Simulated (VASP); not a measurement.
# SiTe3 (Fm-3m) in VASP: notebook, part 2 of 3

VASP 6.6.1. The steps go on from the part before.

### 4 Relaxation of cell and atoms, PBE

This run uses another cell than the first one, of 30.49 Å³/atom, 1.178 times its volume.

Input file INCAR:

```
SYSTEM = SiTe3
PREC = Accurate ; ENCUT = 600
EDIFF = 1E-6 ; ISMEAR = 0
SIGMA = 0.1 ; LREAL = .False.
LASPH = .True. ; NELM = 80
ALGO = Normal ; ISIF = 3
LWAVE = .False. ; LCHARG = .False.
GGA = PE ; IBRION = 2
NSW = 90 ; EDIFFG = -0.04
```

Input file KPOINTS:

```
regular mesh
0
Gamma
  4 4 4
  0 0 0
```

Input file POSCAR:

```
SiTe3
1.0
    0.0000000000      3.9361659100      3.9361659100
    3.9361659100      0.0000000000      3.9361659100
    3.9361659100      3.9361659100      0.0000000000
Si Te
1 3
Direct
    0.5000000000      0.5000000000      0.5000000000
    0.7500000000      0.7500000000      0.7500000000
    0.2500000000      0.2500000000      0.2500000000
    0.0000000000      0.0000000000      0.0000000000
```

Potentials or basis: VASP PAW PBE potentials, release 64 (Si, Te).

On the command line:

```bash
$ cat potpaw_PBE.64/Si/POTCAR potpaw_PBE.64/Te/POTCAR > POTCAR
$ mpirun -np 1 vasp_std > vasp.out
```

OUTCAR:

```text
SYSTEM = SiTe3
   PREC = Accurate
   ENCUT = 600
   EDIFF = 1E-6
   ISMEAR = 0
   LREAL = .False.
   LASPH = .True.
   NELM = 80
   ISIF = 3
   GGA = PE
   IBRION = 2
   NSW = 90
   EDIFFG = -0.04

 ion  position               nearest neighbor table
   1  0.500  0.500  0.500-   2 3.41   3 3.41   3 3.41   3 3.41   3 3.41   2 3.41   2 3.41   2 3.41

   2  0.750  0.750  0.750-   1 3.41   4 3.41   1 3.41   1 3.41   1 3.41   4 3.41   4 3.41   4 3.41

   3  0.250  0.250  0.250-   1 3.41   4 3.41   4 3.41   4 3.41   4 3.41   1 3.41   1 3.41   1 3.41

   4  0.000  0.000  0.000-   2 3.41   3 3.41   2 3.41   2 3.41   2 3.41   3 3.41   3 3.41   3 3.41

  LATTYP: Found a face centered cubic cell.
 ALAT       =     7.8723318200

  Lattice vectors:

 A1 = (   0.0000000000,   3.9361659100,   3.9361659100)
 A2 = (   3.9361659100,   0.0000000000,   3.9361659100)
 A3 = (   3.9361659100,   3.9361659100,   0.0000000000)

Analysis of symmetry for initial positions (statically):
=====================================================================
 Subroutine PRICEL returns:
 Original cell was already a primitive cell.

 Routine SETGRP: Setting up the symmetry group for a
 face centered cubic supercell.

 Subroutine GETGRP returns: Found 48 space group operations
 (whereof 48 operations were pure point group operations)
 out of a pool of 48 trial point group operations.

The static configuration has the point symmetry O_h .

Analysis of symmetry for dynamics (positions and initial velocities):
=====================================================================
 Subroutine PRICEL returns:
 Original cell was already a primitive cell.

 Routine SETGRP: Setting up the symmetry group for a
 face centered cubic supercell.

 Subroutine GETGRP returns: Found 48 space group operations
 (whereof 48 operations were pure point group operations)
 out of a pool of 48 trial point group operations.

The dynamic configuration has the point symmetry O_h .

 Subroutine INISYM returns: Found 48 space group operations
 (whereof 48 operations are pure point group operations),
 and found     1 'primitive' translations

----------------------------------------------------------------------------------------

                                     Primitive cell

  volume of cell :     121.9692

  direct lattice vectors                    reciprocal lattice vectors
     0.000000000  3.936165910  3.936165910    -0.127027166  0.127027166  0.127027166
     3.936165910  0.000000000  3.936165910     0.127027166 -0.127027166  0.127027166
     3.936165910  3.936165910  0.000000000     0.127027166  0.127027166 -0.127027166

  length of vectors
     5.566579214  5.566579214  5.566579214     0.220017505  0.220017505  0.220017505

  position of ions in fractional coordinates (direct lattice)
     0.500000000  0.500000000  0.500000000
     0.750000000  0.750000000  0.750000000
     0.250000000  0.250000000  0.250000000
     0.000000000  0.000000000  0.000000000

  ion indices of the primitive-cell ions
   primitive index   ion index
                 1           1
                 2           2
                 3           3
                 4           4

----------------------------------------------------------------------------------------

 KPOINTS: regular mesh

Automatic generation of k-mesh.
 Grid dimensions read from file:
 generate k-points for:    4    4    4

 Generating k-lattice:

  Cartesian coordinates                     Fractional coordinates (reciprocal lattice)
    -0.031756791  0.031756791  0.031756791     0.250000000  0.000000000  0.000000000
     0.031756791 -0.031756791  0.031756791     0.000000000  0.250000000  0.000000000
     0.031756791  0.031756791 -0.031756791     0.000000000  0.000000000  0.250000000

  Length of vectors
     0.055004376  0.055004376  0.055004376

  Shift w.r.t. Gamma in fractional coordinates (k-lattice)
     0.000000000  0.000000000  0.000000000

 Subroutine IBZKPT returns following result:
 ===========================================

 Found      8 irreducible k-points:

 Following reciprocal coordinates:
            Coordinates               Weight
  0.000000  0.000000  0.000000      1.000000
  0.250000  0.000000  0.000000      8.000000
  0.500000  0.000000  0.000000      4.000000
  0.250000  0.250000  0.000000      6.000000
  0.500000  0.250000  0.000000     24.000000
 -0.250000  0.250000  0.000000     12.000000
  0.500000  0.500000  0.000000      3.000000
 -0.250000  0.500000  0.250000      6.000000
   k-points           NKPTS =      8   k-points in BZ     NKDIM =      8   number of bands    NBANDS=     15
   number of dos      NEDOS =    301   number of ions     NIONS =      4
   total plane-waves  NPLWV = 110592
   dimension x,y,z NGX =    48 NGY =   48 NGZ =   48
   dimension x,y,z NGXF=    96 NGYF=   96 NGZF=   96
   ions per type =               1   3
   NGX,Y,Z   is equivalent  to a cutoff of  14.34, 14.34, 14.34 a.u.
   NGXF,Y,Z  is equivalent  to a cutoff of  28.67, 28.67, 28.67 a.u.
 SYSTEM =  SiTe3
   PREC   = accura    normal or accurate (medium, high low for compatibility)
   ISTART =      0    job   : 0-new  1-cont  2-samecut
   ICHARG =      2    charge: 1-file 2-atom 10-const
   ISPIN  =      1    spin polarized calculation?
   LNONCOLLINEAR =      F non collinear calculations
   LSORBIT =      F    spin-orbit coupling
   LASPH  =      T    aspherical Exc in radial PAW
   ENCUT  =  600.0 eV  44.10 Ry    6.64 a.u.  11.12 11.12 11.12*2*pi/ulx,y,z
   NELM   =     80;   NELMIN=  2; NELMDL= -5     # of ELM steps
   EDIFF  = 0.1E-05   stopping-criterion for ELM
   LREAL  =      F    real-space projection
   EDIFFG = -.4E-01   stopping-criterion for IOM
   NSW    =     90    number of steps for IOM
   IBRION =      2    ionic relax: 0-MD 1-quasi-New 2-CG
   NFREE  =      1    steps in history (QN), initial steepest desc. (CG)
   ISIF   =      3    stress and relaxation
   ISYM   =      2    0-nonsym 1-usesym 2-fastsym
   POTIM  = 0.5000    time-step for ionic-motion
   TEBEG  =    0.0;   TEEND  =   0.0 temperature during run
   PSTRESS=    0.0 pullay stress
   NELECT =      22.0000    total number of electrons
   NUPDOWN=      -1.0000    fix difference up-down
   EMIN   =  10.00;   EMAX   =-10.00  energy-range for DOS
   EFERMI =   0.00;   METHOD = LEGACY
   ISMEAR =     0;   SIGMA  =   0.10  broadening in eV -4-tet -1-fermi 0-gaus
   EFERMI_NEDOS =   21; number of points for ismear=-14 and -15
   IALGO  =     38    algorithm
   IMIX   =      4    mixing-type and parameters
     AMIX     =   0.40;   BMIX     =  1.00
     AMIX_MAG =   1.60;   BMIX_MAG =  1.00
  volume/ion in A,a.u.               =      30.49       205.77
  Fermi-wavevector in a.u.,A,eV,Ry     =   0.924980  1.747959 11.640981  0.855588
  Thomas-Fermi vector in A             =   2.050785
   LORBIT       =      0    0 simple, 1 ext, 2 COOP (PROOUT), +10 PAW based schemes
   GGA     = PE    functional components
   LHFCALC =     F    Hartree Fock is set to
   AEXX    =    0.0000 exact exchange contribution
   IVDW    =     0    specifies the selected vdW correction
   LEPSILON=     F    determine dielectric tensor
   LRPA    =     F    only Hartree local field effects (RPA)
 conjugate gradient relaxation of ions
 non-spin polarized calculation
 Gauss-broadening in eV      SIGMA  =   0.10
  energy-cutoff  :      600.00
  volume of cell :      121.97
 maximum number of plane-waves:      4092
 NGX is ok and might be reduce to    48
   NGX = 23   NGY = 23   NGZ = 23

--------------------------------------- Ionic step        1  -------------------------------------------

 number of electron      21.9999999 magnetization

 Free energy of the ion-electron system (eV)
  ---------------------------------------------------
  ext. energy  EPLUGINS =         0.00000000
  ---------------------------------------------------
  free energy    TOTEN  =       -12.41669633 eV

  energy without entropy =      -12.38013441  energy(sigma->0) =      -12.39841537

 E-fermi :   6.0340     XC(G=0):  -9.4261

 val. band max:        5.7861684837   @ k =  -0.2500   0.5000   0.2500
 cond. band min:       6.0451245771   @ k =   0.2500   0.2500   0.0000
 fundamental gap:      0.2589560934
 Fermi energy:         6.0340261405

 k-point     1 :       0.0000    0.0000    0.0000
  band No.  band energies     occupation
      1      -6.9393      2.00000
      2      -4.0875      2.00000
      3      -3.5379      2.00000
      4       0.1236      2.00000
      5       3.0144      2.00000
      6       3.0144      2.00000
      7       3.0144      2.00000
      8       3.0357      2.00000
      9       3.0357      2.00000
     10       3.0357      2.00000
     11       4.3405      2.00000
     12       4.3405      2.00000
     13       4.3405      2.00000
     14       9.1364      0.00000
     15       9.1365      0.00000
[... 197 lines left out ...]
  energy  without entropy=      -12.8119347517  energy(sigma->0) =      -12.81797609

--------------------------------------- Ionic step        3  -------------------------------------------

 number of electron      22.0000000 magnetization

 Free energy of the ion-electron system (eV)
  ---------------------------------------------------
  ext. energy  EPLUGINS =         0.00000000
  ---------------------------------------------------
  free energy    TOTEN  =       -12.82738308 eV

  energy without entropy =      -12.81424851  energy(sigma->0) =      -12.82081579

 E-fermi :   8.0459     XC(G=0): -10.1199

 val. band max:        7.9012331638   @ k =   0.2500   0.2500   0.0000
 cond. band min:       8.0968861427   @ k =   0.5000   0.5000   0.0000
 fundamental gap:      0.1956529789
 Fermi energy:         8.0459137395

 k-point     1 :       0.0000    0.0000    0.0000
  band No.  band energies     occupation
      1      -6.0922      2.00000
      2      -2.1703      2.00000
      3      -1.4054      2.00000
      4       2.4814      2.00000
      5       4.3218      2.00000
      6       4.3218      2.00000
      7       4.3218      2.00000
      8       4.3701      2.00000
      9       4.3701      2.00000
     10       4.3701      2.00000
     11       5.9087      2.00000
     12       5.9087      2.00000
     13       5.9087      2.00000
     14      10.7329      0.00000
     15      10.7329      0.00000
[... 155 lines left out ...]
  FREE ENERGIE OF THE ION-ELECTRON SYSTEM (eV)
  ---------------------------------------------------
  free  energy   TOTEN  =       -12.8273830802 eV

  energy  without entropy=      -12.8142485090  energy(sigma->0) =      -12.82081579

 reached required accuracy - stopping structural energy minimisation
```

Run time: 85 s. Hardware: 1 thread of AMD EPYC 7R43 (Zen 3), shared host; peak memory 0.29 GiB.

Results:

```yaml
Free_energy: -12.8274 eV
Relaxed_volume: 25.95 Å³/atom
Relaxed_cell: a = 5.275 Å, b = 5.275 Å, c = 5.275 Å, α = 60.00°, β = 60.00°, γ = 60.00°
Space_group_after_relaxing_to_0.05_Å: Fm-3m (No. 225)
Energy_gained_by_relaxing: 102.7 meV/atom
Ionic_steps: 3
Pressure_after_relaxing: 0.0 GPa
Band_gap_on_the_k_mesh: zero (band 11 reaches 8.44 eV, above the bottom of band 12 at 5.91 eV)
```

Step by step:
```
step  energy change (eV)  largest force (eV/Å)  pressure (GPa)  volume (Å³)
   1              0.0000                0.0000           -6.15       121.97
   2             -0.4073                0.0000            0.80       102.45
   3             -0.4107                0.0000            0.01       103.81
```

Final structure:
```
Si Te
1.0
     0.00000    3.73024    3.73024
     3.73024    0.00000    3.73024
     3.73024    3.73024    0.00000
Si Te
1 3
Direct
  0.50000 0.50000 0.50000
  0.75000 0.75000 0.75000
  0.25000 0.25000 0.25000
  0.00000 0.00000 0.00000
```

Caveat: spin-orbit coupling is left out, which moves the levels of the heavy elements.

### 5 Single point, PBE

This run uses another cell than the first one, of 25.80 Å³/atom, 0.997 times its volume.

Input file INCAR:

```
PREC     = Accurate       # precision mode
ENCUT    = 520            # plane-wave cutoff, eV
EDIFF    = 1E-6           # SCF threshold, eV
ISMEAR   = 0              # smearing method
SIGMA    = 0.1            # smearing width, eV
LREAL    = F              # projectors in reciprocal space
LASPH    = T              # aspherical terms in the spheres
NELM     = 60             # most SCF steps
ALGO     = Normal         # electronic algorithm
ISIF     = 2              # what is computed and relaxed
LWAVE    = F              # write WAVECAR
LCHARG   = F              # write CHGCAR
GGA      = PE             # functional
NBANDS   = 19             # bands
```

Input file KPOINTS:

```
Automatic mesh
0
Gamma
  12 12 12
```

Input file POSCAR:

```
SiTe3
1.0
    0.0000000000      3.7227694717      3.7227694717
    3.7227694717      0.0000000000      3.7227694717
    3.7227694717      3.7227694717      0.0000000000
Si Te
1 3
Direct
    0.5000000000      0.5000000000      0.5000000000
    0.7500000000      0.7500000000      0.7500000000
    0.2500000000      0.2500000000      0.2500000000
    0.0000000000      0.0000000000      0.0000000000
```

Potentials or basis: VASP PAW PBE potentials, release 64 (Si, Te).

On the command line:

```bash
$ cat potpaw_PBE.64/Si/POTCAR potpaw_PBE.64/Te/POTCAR > POTCAR
$ mpirun -np 1 vasp_std > vasp.out
```

OUTCAR:

```text
PREC = Accurate
   ENCUT = 520
   EDIFF = 1E-6
   ISMEAR = 0
   LREAL = F
   LASPH = T
   NELM = 60
   ISIF = 2
   GGA = PE

 ion  position               nearest neighbor table
   1  0.500  0.500  0.500-   2 3.22   3 3.22   3 3.22   3 3.22   3 3.22   2 3.22   2 3.22   2 3.22

   2  0.750  0.750  0.750-   1 3.22   4 3.22   1 3.22   1 3.22   1 3.22   4 3.22   4 3.22   4 3.22

   3  0.250  0.250  0.250-   1 3.22   4 3.22   4 3.22   4 3.22   4 3.22   1 3.22   1 3.22   1 3.22

   4  0.000  0.000  0.000-   2 3.22   3 3.22   2 3.22   2 3.22   2 3.22   3 3.22   3 3.22   3 3.22

  LATTYP: Found a face centered cubic cell.
 ALAT       =     7.4455389434

  Lattice vectors:

 A1 = (   0.0000000000,   3.7227694717,   3.7227694717)
 A2 = (   3.7227694717,   0.0000000000,   3.7227694717)
 A3 = (   3.7227694717,   3.7227694717,   0.0000000000)

Analysis of symmetry for initial positions (statically):
=====================================================================
 Subroutine PRICEL returns:
 Original cell was already a primitive cell.

[... 172 lines left out ...]

 E-fermi :   7.9166     XC(G=0): -10.1451

 val. band max:        7.8928508682   @ k =   0.4167   0.2500   0.0833
 cond. band min:       7.9200068040   @ k =   0.4167   0.4167   0.0000
 fundamental gap:      0.0271559358
 Fermi energy:         7.9166195015

 k-point     1 :       0.0000    0.0000    0.0000
  band No.  band energies     occupation
      1      -6.0551      2.00000
      2      -2.1289      2.00000
      3      -1.2894      2.00000
      4       2.5776      2.00000
      5       4.3552      2.00000
      6       4.3552      2.00000
[... 505 lines left out ...]
      6       3.4704      2.00000
[... 11 lines left out ...]
     18      15.4731      0.00000
     19      15.5050      0.00000

 [... further k-points ...]

------------------------ aborting loop because EDIFF is reached ----------------------------------------

  FORCE on cell =-STRESS in cart. coord.  units (eV):
  Direction    XX          YY          ZZ          XY          YZ          ZX
  --------------------------------------------------------------------------------------
  -------------------------------------------------------------------------------------
  Total       -0.0460791     -0.0460791     -0.0460791     -0.0000000     -0.0000000      0.0000000
  in kB       -0.7154615     -0.7154615     -0.7154615     -0.0000000     -0.0000000      0.0000000
  external PRESSURE =      -0.7154615 kB  Pullay stress =       0.0000000 kB

 VOLUME and BASIS-vectors are now :
 -----------------------------------------------------------------------------
  energy-cutoff  :      520.00
  volume of cell :      103.19
      direct lattice vectors                 reciprocal lattice vectors
     0.000000000  3.722769472  3.722769472    -0.134308612  0.134308612  0.134308612
     3.722769472  0.000000000  3.722769472     0.134308612 -0.134308612  0.134308612
     3.722769472  3.722769472  0.000000000     0.134308612  0.134308612 -0.134308612

 POSITION                                       TOTAL-FORCE (eV/Angst)
 -----------------------------------------------------------------------------------
      3.72277      3.72277      3.72277         0.000000     -0.000000     -0.000000
      5.58415      5.58415      5.58415         0.000000      0.000000      0.000000
      1.86138      1.86138      1.86138        -0.000000     -0.000000     -0.000000
      0.00000      0.00000      0.00000         0.000000     -0.000000     -0.000000
 -----------------------------------------------------------------------------------
    total drift:                               -0.000000      0.000000      0.000000

  FREE ENERGIE OF THE ION-ELECTRON SYSTEM (eV)
  ---------------------------------------------------
  free  energy   TOTEN  =       -12.8486801076 eV

  energy  without entropy=      -12.8372831584  energy(sigma->0) =      -12.84298163
```

OSZICAR:

```text
N       E                     dE             d eps       ncg     rms          rms(c)
DAV:   1     0.716529596894E+02    0.71653E+02   -0.80831E+03  2736   0.933E+02
DAV:   2    -0.859775920175E+01   -0.80251E+02   -0.78217E+02  3733   0.139E+02
DAV:   3    -0.128303292394E+02   -0.42326E+01   -0.41931E+01  3148   0.320E+01
DAV:   4    -0.128865026760E+02   -0.56173E-01   -0.56150E-01  3258   0.453E+00
DAV:   5    -0.128876287301E+02   -0.11261E-02   -0.11260E-02  3144   0.659E-01    0.122E+01
DAV:   6    -0.128486361329E+02    0.38993E-01   -0.11709E-01  3139   0.135E+00    0.768E+00
DAV:   7    -0.128487046886E+02   -0.68556E-04   -0.40438E-02  3126   0.931E-01    0.120E+00
DAV:   8    -0.128487377055E+02   -0.33017E-04   -0.15602E-03  3178   0.187E-01    0.461E-01
DAV:   9    -0.128486997993E+02    0.37906E-04   -0.27913E-04  3144   0.760E-02    0.141E-01
DAV:  10    -0.128486799957E+02    0.19804E-04   -0.38354E-05  3120   0.263E-02    0.220E-02
DAV:  11    -0.128486801076E+02   -0.11193E-06   -0.14206E-06  2251   0.715E-03
   1 F= -.12848680E+02 E0= -.12842982E+02  d E =-.113969E-01
```

Wall time 2.8 min (1 thread of AMD EPYC 7R43 (Zen 3), shared host); peak memory 0.26 GiB.

Results:

```yaml
Free_energy: -12.8487 eV
Pressure: -0.1 GPa
Band_gap_on_the_k_mesh: zero (band 11 reaches 8.53 eV, above the bottom of band 12 at 5.96 eV)
```

Caveat: spin-orbit coupling is left out, which moves the levels of the heavy elements.

[end of part 2 of 3]
